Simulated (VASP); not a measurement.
# VSeS3 (Pm-3m) in VASP: further runs, part 2 of 2

VASP 6.6.1.

### 4 Relaxation of cell and atoms, PBE

This run uses another cell than the first one, of 18.29 Å³/atom.

The input, INCAR:

```
ALGO = Normal ; EDIFF = 1E-7
EDIFFG = -0.01 ; ENCUT = 500
GGA = PE ; GGA_COMPAT = False
IBRION = 2 ; ISIF = 3
ISMEAR = 0 ; LASPH = True
LCHARG = False ; LREAL = False
LWAVE = False ; NELM = 120
NELMIN = 4 ; NSW = 100
PREC = Accurate ; SIGMA = 0.1
```

The input, KPOINTS:

```
k-points
0
Gamma
  8 8 8
```

The input, POSCAR:

```
VSeS3
1.0
    4.5050893300      0.0000000000      0.0000000000
    0.0000000000      4.5050893300      0.0000000000
    0.0000000000      0.0000000000      4.5050893300
V Se S
1 1 3
Direct
    0.0000000000      0.0000000000      0.0000000000
    0.5000000000      0.5000000000      0.5000000000
    0.5000000000      0.0000000000      0.0000000000
    0.0000000000      0.5000000000      0.0000000000
    0.0000000000      0.0000000000      0.5000000000
```

Potentials or basis: VASP PAW PBE potentials, release 64 (V_sv, Se, S).

Started as:

```
$ cat potpaw_PBE.64/V_sv/POTCAR potpaw_PBE.64/Se/POTCAR potpaw_PBE.64/S/POTCAR > POTCAR
$ mpirun -np 1 vasp_std > vasp.out
```

OUTCAR:

```text
EDIFF = 1E-7
   EDIFFG = -0.01
   ENCUT = 500
   GGA = PE
   IBRION = 2
   ISIF = 3
   ISMEAR = 0
   LASPH = True
   LREAL = False
   NELM = 120
   NELMIN = 4
   NSW = 100
   PREC = Accurate

 ion  position               nearest neighbor table
   1  0.000  0.000  0.000-   3 2.25   4 2.25   5 2.25   5 2.25   4 2.25   3 2.25
   2  0.500  0.500  0.500-
   3  0.500  0.000  0.000-   1 2.25   1 2.25
   4  0.000  0.500  0.000-   1 2.25   1 2.25
   5  0.000  0.000  0.500-   1 2.25   1 2.25

  LATTYP: Found a simple cubic cell.
 ALAT       =     4.5050893300

  Lattice vectors:

 A1 = (   4.5050893300,   0.0000000000,   0.0000000000)
 A2 = (   0.0000000000,   4.5050893300,   0.0000000000)
 A3 = (   0.0000000000,   0.0000000000,   4.5050893300)

Analysis of symmetry for initial positions (statically):
=====================================================================
 Subroutine PRICEL returns:
 Original cell was already a primitive cell.

 Routine SETGRP: Setting up the symmetry group for a
 simple cubic supercell.

 Subroutine GETGRP returns: Found 48 space group operations
 (whereof 48 operations were pure point group operations)
 out of a pool of 48 trial point group operations.

The static configuration has the point symmetry O_h .

Analysis of symmetry for dynamics (positions and initial velocities):
=====================================================================
 Subroutine PRICEL returns:
 Original cell was already a primitive cell.

 Routine SETGRP: Setting up the symmetry group for a
 simple cubic supercell.

 Subroutine GETGRP returns: Found 48 space group operations
 (whereof 48 operations were pure point group operations)
 out of a pool of 48 trial point group operations.

The dynamic configuration has the point symmetry O_h .

 Subroutine INISYM returns: Found 48 space group operations
 (whereof 48 operations are pure point group operations),
 and found     1 'primitive' translations

----------------------------------------------------------------------------------------

                                     Primitive cell

  volume of cell :      91.4345

  direct lattice vectors                    reciprocal lattice vectors
     4.505089330  0.000000000  0.000000000     0.221971181  0.000000000  0.000000000
     0.000000000  4.505089330  0.000000000     0.000000000  0.221971181  0.000000000
     0.000000000  0.000000000  4.505089330     0.000000000  0.000000000  0.221971181

  length of vectors
     4.505089330  4.505089330  4.505089330     0.221971181  0.221971181  0.221971181

  position of ions in fractional coordinates (direct lattice)
     0.000000000  0.000000000  0.000000000
     0.500000000  0.500000000  0.500000000
     0.500000000  0.000000000  0.000000000
     0.000000000  0.500000000  0.000000000
     0.000000000  0.000000000  0.500000000

  ion indices of the primitive-cell ions
   primitive index   ion index
                 1           1
                 2           2
                 3           3
                 4           4
                 5           5

----------------------------------------------------------------------------------------

 KPOINTS: k-points

Automatic generation of k-mesh.
 Grid dimensions read from file:
 generate k-points for:    8    8    8
[... 24 lines left out ...]
  0.375000  0.000000  0.000000      6.000000
  0.500000  0.000000  0.000000      3.000000
  0.125000  0.125000  0.000000     12.000000
[... 16 lines left out ...]
  0.375000  0.375000  0.125000     24.000000
  0.500000  0.375000  0.125000     24.000000
 [... further k-points ...]
   k-points           NKPTS =     35   k-points in BZ     NKDIM =     35   number of bands    NBANDS=     22
   number of dos      NEDOS =    301   number of ions     NIONS =      5
   total plane-waves  NPLWV =  46656
   dimension x,y,z NGX =    36 NGY =   36 NGZ =   36
   dimension x,y,z NGXF=    72 NGYF=   72 NGZF=   72
   ions per type =               1   1   3
   NGX,Y,Z   is equivalent  to a cutoff of  13.28, 13.28, 13.28 a.u.
   NGXF,Y,Z  is equivalent  to a cutoff of  26.57, 26.57, 26.57 a.u.
 SYSTEM =  unknown system
   PREC   = accura    normal or accurate (medium, high low for compatibility)
   ISTART =      0    job   : 0-new  1-cont  2-samecut
   ICHARG =      2    charge: 1-file 2-atom 10-const
   ISPIN  =      1    spin polarized calculation?
   LNONCOLLINEAR =      F non collinear calculations
   LSORBIT =      F    spin-orbit coupling
   LASPH  =      T    aspherical Exc in radial PAW
   ENCUT  =  500.0 eV  36.75 Ry    6.06 a.u.   8.21  8.21  8.21*2*pi/ulx,y,z
   NELM   =    120;   NELMIN=  4; NELMDL= -5     # of ELM steps
   EDIFF  = 0.1E-06   stopping-criterion for ELM
   LREAL  =      F    real-space projection
   EDIFFG = -.1E-01   stopping-criterion for IOM
   NSW    =    100    number of steps for IOM
   IBRION =      2    ionic relax: 0-MD 1-quasi-New 2-CG
   NFREE  =      1    steps in history (QN), initial steepest desc. (CG)
   ISIF   =      3    stress and relaxation
   ISYM   =      2    0-nonsym 1-usesym 2-fastsym
   POTIM  = 0.5000    time-step for ionic-motion
   TEBEG  =    0.0;   TEEND  =   0.0 temperature during run
   PSTRESS=    0.0 pullay stress
   NELECT =      37.0000    total number of electrons
   NUPDOWN=      -1.0000    fix difference up-down
   EMIN   =  10.00;   EMAX   =-10.00  energy-range for DOS
   EFERMI =   0.00;   METHOD = LEGACY
   ISMEAR =     0;   SIGMA  =   0.10  broadening in eV -4-tet -1-fermi 0-gaus
   EFERMI_NEDOS =   21; number of points for ismear=-14 and -15
   IALGO  =     38    algorithm
   IMIX   =      4    mixing-type and parameters
     AMIX     =   0.40;   BMIX     =  1.00
     AMIX_MAG =   1.60;   BMIX_MAG =  1.00
  volume/ion in A,a.u.               =      18.29       123.41
  Fermi-wavevector in a.u.,A,eV,Ry     =   1.210892  2.288254 19.949664  1.466259
  Thomas-Fermi vector in A             =   2.346424
   LORBIT       =      0    0 simple, 1 ext, 2 COOP (PROOUT), +10 PAW based schemes
   GGA     = PE    functional components
   LHFCALC =     F    Hartree Fock is set to
   AEXX    =    0.0000 exact exchange contribution
   IVDW    =     0    specifies the selected vdW correction
   LEPSILON=     F    determine dielectric tensor
   LRPA    =     F    only Hartree local field effects (RPA)
 conjugate gradient relaxation of ions
 non-spin polarized calculation
 Gauss-broadening in eV      SIGMA  =   0.10
  energy-cutoff  :      500.00
  volume of cell :       91.43
 maximum number of plane-waves:      2360
 NGX is ok and might be reduce to    36
   NGX = 17   NGY = 17   NGZ = 17

--------------------------------------- Ionic step        1  -------------------------------------------

 number of electron      36.9999993 magnetization

 Free energy of the ion-electron system (eV)
  ---------------------------------------------------
  ext. energy  EPLUGINS =         0.00000000
  ---------------------------------------------------
  free energy    TOTEN  =       -24.05996051 eV

  energy without entropy =      -24.02841138  energy(sigma->0) =      -24.04418594

------------------------ aborting loop because EDIFF is reached ----------------------------------------

  FORCE on cell =-STRESS in cart. coord.  units (eV):
  Direction    XX          YY          ZZ          XY          YZ          ZX
  --------------------------------------------------------------------------------------
  -------------------------------------------------------------------------------------
  Total        1.8399455      1.8399455      1.8399455      0.0000000      0.0000000     -0.0000000
  in kB       32.2407643     32.2407643     32.2407643      0.0000000      0.0000000     -0.0000000
  external PRESSURE =      32.2407643 kB  Pullay stress =       0.0000000 kB
[... 65 lines left out ...]
--------------------------------------- Ionic step        3  -------------------------------------------

 number of electron      36.9999989 magnetization

 Free energy of the ion-electron system (eV)
  ---------------------------------------------------
  ext. energy  EPLUGINS =         0.00000000
  ---------------------------------------------------
  free energy    TOTEN  =       -24.09109875 eV

  energy without entropy =      -24.05851226  energy(sigma->0) =      -24.07480550

 E-fermi :   5.1863     XC(G=0): -10.3744

 val. band max:        5.1715140313   @ k =   0.3750   0.0000   0.0000
 cond. band min:       5.1877336725   @ k =   0.5000   0.5000   0.5000
 fundamental gap:      0.0162196413
 Fermi energy:         5.1862784250

 k-point     1 :       0.0000    0.0000    0.0000
  band No.  band energies     occupation
      1     -59.5102      2.00000
      2     -33.3816      2.00000
      3     -33.3816      2.00000
      4     -33.3816      2.00000
      5      -9.3138      2.00000
      6      -6.8511      2.00000
[... 589 lines left out ...]
     21       6.7045      0.00000
     22       6.7258      0.00000

 [... further k-points ...]
[... 5 lines left out ...]
  --------------------------------------------------------------------------------------
  -------------------------------------------------------------------------------------
  Total       -0.0018301     -0.0018301     -0.0018301      0.0000000     -0.0000000      0.0000000
  in kB       -0.0309876     -0.0309876     -0.0309876      0.0000000     -0.0000000      0.0000000
  external PRESSURE =      -0.0309876 kB  Pullay stress =       0.0000000 kB
[... 20 lines left out ...]
  FREE ENERGIE OF THE ION-ELECTRON SYSTEM (eV)
  ---------------------------------------------------
  free  energy   TOTEN  =       -24.0910987494 eV

  energy  without entropy=      -24.0585122575  energy(sigma->0) =      -24.07480550

 reached required accuracy - stopping structural energy minimisation
```

CONTCAR:

```text
VSeS3
   1.00000000000000
     4.5568628051383246    0.0000000000000000   -0.0000000000000000
     0.0000000000000000    4.5568628051383246    0.0000000000000000
     0.0000000000000000    0.0000000000000000    4.5568628051383246
  V               Se              S
     1     1     3
Direct
     0.0000000000000000    0.0000000000000000    0.0000000000000000
     0.5000000000000000    0.5000000000000000    0.5000000000000000
     0.5000000000000000    0.0000000000000000    0.0000000000000000
     0.0000000000000000    0.5000000000000000    0.0000000000000000
     0.0000000000000000    0.0000000000000000    0.5000000000000000

  0.00000000E+00  0.00000000E+00  0.00000000E+00
  0.00000000E+00  0.00000000E+00  0.00000000E+00
  0.00000000E+00  0.00000000E+00  0.00000000E+00
  0.00000000E+00  0.00000000E+00  0.00000000E+00
  0.00000000E+00  0.00000000E+00  0.00000000E+00
```

It took 10 min on 1 thread of Intel Xeon 8259CL, shared host; peak memory 0.23 GiB.

Results:

```yaml
Free_energy: -24.0911 eV
Relaxed_volume: 18.92 Å³/atom
Relaxed_cell: a = 4.557 Å, b = 4.557 Å, c = 4.557 Å, α = 90.00°, β = 90.00°, γ = 90.00°
Space_group_after_relaxing_to_0.1_Å: Pm-3m (No. 221)
Energy_gained_by_relaxing: 6.2 meV/atom
Ionic_steps: 3
Pressure_after_relaxing: 0.0 GPa
Band_gap_on_the_k_mesh: zero (an odd number of electrons rules out a gap without spin polarisation)
```

The path:
```tsv
step	energy change (eV)	largest force (eV/Å)	pressure (GPa)	volume (Å³)
1	0.0000	0.0000	3.22	91.43
2	-0.0224	0.0000	-1.53	96.39
3	-0.0311	0.0000	0.00	94.62
```

Final structure:
```
CELL_PARAMETERS angstrom
4.55686 0.00000 0.00000
0.00000 4.55686 0.00000
0.00000 0.00000 4.55686
ATOMIC_POSITIONS crystal
V 0.00000 0.00000 0.00000
Se 0.50000 0.50000 0.50000
S 0.50000 0.00000 0.00000
S 0.00000 0.50000 0.00000
S 0.00000 0.00000 0.50000
```

Caveat: an odd number of electrons without spin polarisation forces a metal; a magnetic or distorted state may lie lower; the run has no spin polarisation, though such a crystal can be magnetic. With open d or f shells a metallic result of PBE can be an artefact of self-interaction; +U or a hybrid may open a gap.

### 5 Summary

| task | spin | cell | k mesh | gap on the mesh (eV) | pressure (GPa) |
| --- | --- | --- | --- | --- | --- |
| single point | off | a = 4.557 Å, 5 atoms | 8 × 8 × 8 | none | 0.0 |
| single point | collinear, ferromagnetic start | a = 4.505 Å, 5 atoms | 4 × 4 × 4 | none | 2.9 |
| relaxation of cell and atoms | off | relaxed from a = 4.505 Å, 5 atoms | 8 × 8 × 8 | none | 0.0 |

Alike in all rows: level PBE; potentials or basis VASP PAW PBE potentials, release 64 (V_sv, Se, S); cutoff (eV) 500; smearing gaussian 0.1 eV.

Caveats: an odd number of electrons without spin polarisation forces a metal (at least some runs); a magnetic or distorted state may lie lower (at least some runs); the moments typed at the start vanished in this run (at least some runs).

Total energies depend on the potentials used, so only differences within one code and one set of settings carry meaning.

The gap in the log of VASP goes by the Fermi energy; the results here count the filled bands.